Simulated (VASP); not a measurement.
Runs of VASP 6.6.1 on Y. The structure is that of space group Im-3m (No. 229), or close to it. The cells are those of the table. 

| cell | gap on the mesh (eV) | pressure (GPa) |
| --- | --- | --- |
| a = 3.402 Å, angles 109.5°, 1 atom | none | (b) |
| a = 3.597 Å, angles 109.5°, 1 atom | none | (a) |
| a = 3.643 Å, angles 109.5°, 1 atom | none | -2.6 |
| a = 3.502 Å, angles 109.5°, 1 atom | none | 1.5 |
| a = 3.453 Å, angles 109.5°, 1 atom | none | 3.3 |

Alike in all rows: task single point; level RPBE; potentials or basis VASP PAW PBE potentials, release 64 (Y_sv); no spin polarisation; k mesh 12 × 12 × 12; cutoff (eV) 520; smearing fermi-dirac 0.1 eV.

Task: Fill in the values left out.

Result: (a) -1.5; (b) 5.4.

Caveats: the PAW data sets were made with another functional, which shifts forces and pressure a little.

A k mesh can miss the band edges, and the runs leave out spin-orbit coupling on Y.

A gap of «none» marks levels without a gap at the run's occupations.
